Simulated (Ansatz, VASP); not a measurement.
## Two plane-wave programs on HC18F

```
C F H
1.0
     7.39800    0.00000    0.00000
    -3.69900    6.40686    0.00000
     0.00000    0.00000   11.00000
C F H
18 1 1
Direct
  0.99192 0.99577 0.08594
  0.21333 0.10482 0.08586
  0.99175 0.32896 0.08585
  0.21326 0.43782 0.08591
  0.99171 0.66230 0.08600
  0.21321 0.77168 0.08604
  0.32517 0.99589 0.08582
  0.54681 0.10493 0.08576
  0.32522 0.32893 0.08587
  0.54679 0.43812 0.08598
  0.32521 0.66234 0.08637
  0.54714 0.77169 0.08600
  0.65870 0.99584 0.08580
  0.88014 0.10482 0.08586
  0.65856 0.32905 0.08595
  0.88000 0.43813 0.08595
  0.65860 0.66232 0.08602
  0.88016 0.77164 0.08597
  0.34273 0.71087 0.37001
  0.33690 0.69968 0.28487
```

Alike in both runs: functional PBE; dispersion D3(BJ); k mesh 2 × 2 × 1; occupations gaussian, width 0.02 eV; no spin polarisation.

Ansatz relaxed the structure, and its values are those at the end. VASP's run is a single point on that final structure, the one shown.

|  | VASP | Ansatz |
| --- | --- | --- |
| version | VASP 6.6.1 | Ansatz 0.2.0 |
| potentials or method | VASP PAW PBE potentials, release 64 (C, F, H), cutoff 520 eV | scalar-relativistic, plane waves, PAW |
| valence electrons in the cell | 80 | 80 |

VASP gave:

* rms of the force components (eV/Å): 0.056

**Question.** What did Ansatz give for the same quantities?

**Answer.** rms of the force components (eV/Å): 0.003.

Ansatz's warnings: xc potential rough in thin density.

The k mesh is coarse, so the values compare programs but aren't converged.
